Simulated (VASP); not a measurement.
Input of a VASP 6.6.1 run:

File INCAR:

```
ALGO     = Normal         # electronic algorithm
EDIFF    = 1E-6           # SCF threshold, eV
ENCUT    = 500            # plane-wave cutoff, eV
GGA_COMPAT= False        
ISIF     = 2              # what is computed and relaxed
ISMEAR   = 0              # smearing method
LASPH    = True           # aspherical terms in the spheres
LCHARG   = False          # write CHGCAR
LREAL    = False          # projectors in reciprocal space
LWAVE    = False          # write WAVECAR
NBANDS   = 14             # bands
NELM     = 120            # most SCF steps
PREC     = Accurate       # precision mode
SIGMA    = 0.1            # smearing width, eV
```

KPOINTS

```
k-points
0
Gamma
  6 6 6
```

File POSCAR:

```
ZrB
1.0
    0.0000000000      2.3250000000      2.3250000000
    2.3250000000      0.0000000000      2.3250000000
    2.3250000000      2.3250000000      0.0000000000
Zr B
1 1
Direct
    0.0000000000      0.0000000000      0.0000000000
    0.5000000000      0.5000000000      0.5000000000
```

Potentials or basis: VASP PAW LDA potentials, release 64 (Zr_sv, B).

Launch:

```console
$ cat potpaw_LDA.64/Zr_sv/POTCAR potpaw_LDA.64/B/POTCAR > POTCAR
$ mpirun -np 1 vasp_std > vasp.out
```

Task: Predict the pressure.

Result: 25.8 GPa.

Caveat: the k points lie up to 0.39 Å⁻¹ apart.
